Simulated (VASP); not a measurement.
Here is a VASP 6.6.1 calculation.

The input INCAR:

```
SYSTEM = KF
  PREC = Accurate
  ENCUT = 520
  EDIFF = 1E-6
  ISMEAR = -1
  SIGMA = 0.02
  LREAL = .False.
  LASPH = .True.
  NELM = 100
  ALGO = Normal
  ISIF = 2
  LWAVE = .False.
  LCHARG = .False.
  GGA = PE
  NBANDS = 15
```

KPOINTS

```
regular mesh
0
Gamma
  8 8 8
  0 0 0
```

File POSCAR:

```
KF
1.0
    3.1935995100      0.0147287678      0.0147287678
    0.0147287678      3.1935995100      0.0147287678
    0.0147287678      0.0147287678      3.1935995100
K F
1 1
Direct
    0.0000000000      0.0000000000      0.0000000000
    0.5000000000      0.5000000000      0.5000000000
```

Potentials or basis: VASP PAW PBE potentials, release 64 (K_sv, F).

Launch:

```sh
$ cat potpaw_PBE.64/K_sv/POTCAR potpaw_PBE.64/F/POTCAR > POTCAR
$ mpirun -np 1 vasp_std > vasp.out
```

**Question.** What does it give for the pressure?

**Answer.** 2.4 GPa.

**Question.** What does it give for the band gap on the k mesh?

**Answer.** 6.69 eV (least direct gap 6.73 eV).

Stress tensor (GPa, compression positive):
```
 2.37 -0.09 -0.09
-0.09  2.37 -0.09
-0.09 -0.09  2.37
```

Caveat: the cell differs from its parent crystal (strain along [111] +1.4%). A k mesh can miss the band edges.
